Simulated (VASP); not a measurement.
Pt:

```xyz
1
Lattice="-1.5457 1.5457 1.5457 1.5457 -1.5457 1.5457 1.5457 1.5457 -1.5457" Properties=species:S:1:pos:R:3 pbc="T T T"
Pt    0.0000    0.0000    0.0000
```

- Program: VASP 6.6.1
- Task: relaxation of cell and atoms
- Functional: LDA
- Potentials or basis: VASP PAW LDA potentials, release 64 (Pt)
- Cutoff: 600 eV
- k mesh: 19 × 19 × 19
- Occupations: fermi-dirac, width 0.1 eV
- Spin: no spin polarisation

At the start: pressure 4.3 GPa; volume 14.77 Å³/atom.

**Question.** Where does the relaxation end?

**Answer.** Over 4 steps the energy falls by 2.7 meV/atom and the volume is 14.98 Å³/atom (+1.4 %); space group Im-3m (No. 229, to 0.05 Å).

Step by step:
```tsv
step	energy change (eV)	largest force (eV/Å)	pressure (GPa)	volume (Å³)
1	0.0000	0.0000	4.26	14.77
2	0.0207	0.0000	-11.09	15.63
3	-0.0027	0.0000	-0.07	14.98
4	-0.0027	0.0000	0.00	14.98
```

Final structure:
```
CELL_PARAMETERS angstrom
-1.55287 1.55287 1.55287
1.55287 -1.55287 1.55287
1.55287 1.55287 -1.55287
ATOMIC_POSITIONS crystal
Pt 0.00000 0.00000 0.00000
```
